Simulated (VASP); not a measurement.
Set up this calculation in VASP 6.6.1, as the native input.

* Task: single point
* Functional: PBEsol
* Potentials or basis: VASP PAW PBE potentials, release 64 (Fe, Si)
* Cutoff: 520 eV
* k mesh: 4 × 2 × 2
* Occupations: fermi-dirac, width 0.026 eV
* Spin: no spin polarisation
* Dipole correction: no
* Further INCAR settings: LREAL = Auto; ALGO = Normal; EDIFF = 1e-07; NBANDS = 118

The structure of FeSi lies in POSCAR:

```
FeSi
1.0
    4.4030518947      0.0000000000      0.0000000000
    0.0000000000      8.8061037893      0.0000000000
    0.0000000000      0.0000000000      8.8061037893
Fe Si
16 16
Direct
    0.8618456223      0.3155281912      0.1848489456
    0.6372075704      0.1861078451      0.4351654366
    0.3677930760      0.4292828123      0.3203715363
    0.1571816587      0.0671107239      0.0753058351
    0.8680590398      0.3274281191      0.6856151306
    0.6349832041      0.1831864623      0.9286948230
    0.3608526627      0.4301745801      0.8169416546
    0.1350324762      0.0682506151      0.5705761731
    0.8596719027      0.8176184579      0.1761083036
    0.6463035340      0.6834727530      0.4307152278
    0.3674072072      0.9316804794      0.3250833818
    0.1399715504      0.5670840498      0.0602048321
    0.8653606842      0.8097704922      0.6753120497
    0.6343370614      0.6871557666      0.9325964350
    0.3612482973      0.9308741069      0.8204834025
    0.1413562717      0.5770184092      0.5655875878
    0.1672489940      0.1665937667      0.3305035995
    0.3464017769      0.3205769620      0.0835785062
    0.6518460533      0.0726132709      0.1779346505
    0.8437633916      0.4235147676      0.4209702825
    0.1601825318      0.1741254744      0.8284705898
    0.3271576249      0.3223168915      0.5701292104
    0.6488142925      0.0835746452      0.6614013574
    0.8264647083      0.4295076563      0.9221184754
    0.1568961749      0.6674732822      0.3280031747
    0.3283120514      0.8223022546      0.0791578224
    0.6712078510      0.5769676490      0.1742157527
    0.8415549234      0.9265437014      0.4224710597
    0.1512855210      0.6710037880      0.8264044093
    0.3289681872      0.8273628354      0.5771429819
    0.6371348935      0.5758070903      0.6706000907
    0.8436586915      0.9234112151      0.9251977032
```

These files were run (other wordings do the same):

INCAR

```
SYSTEM = FeSi
  PREC = Accurate
  ENCUT = 520
  EDIFF = 1E-7
  ISMEAR = -1
  SIGMA = 0.026
  LREAL = Auto
  LASPH = .True.
  NELM = 100
  ALGO = Normal
  ISIF = 2
  LWAVE = .False.
  LCHARG = .True.
  GGA = PS
  LELF = .True.
  LVHAR = .True.
  NBANDS = 118
```

KPOINTS

```
regular mesh
0
Gamma
  4 2 2
  0 0 0
```

Potentials or basis: VASP PAW PBE potentials, release 64 (Fe, Si).

Command:

```console
$ cat potpaw_PBE.64/Fe/POTCAR potpaw_PBE.64/Si/POTCAR > POTCAR
$ mpirun -np 1 vasp_std > vasp.out
```

Results of the run:

```
Pressure               : 1.5 GPa
Largest force          : 1.878 eV/Å
Band gap on the k mesh : 0.06 eV
```

Caveat: the atoms stand as in a frame of molecular dynamics; the PAW data sets were made with another functional, which shifts forces and pressure a little.

It took 31 min on 1 thread of Intel(R) Xeon(R) Platinum 8375C CPU @ 2.90GHz (Ice Lake), on a shared host, peak memory 0.6 GiB.
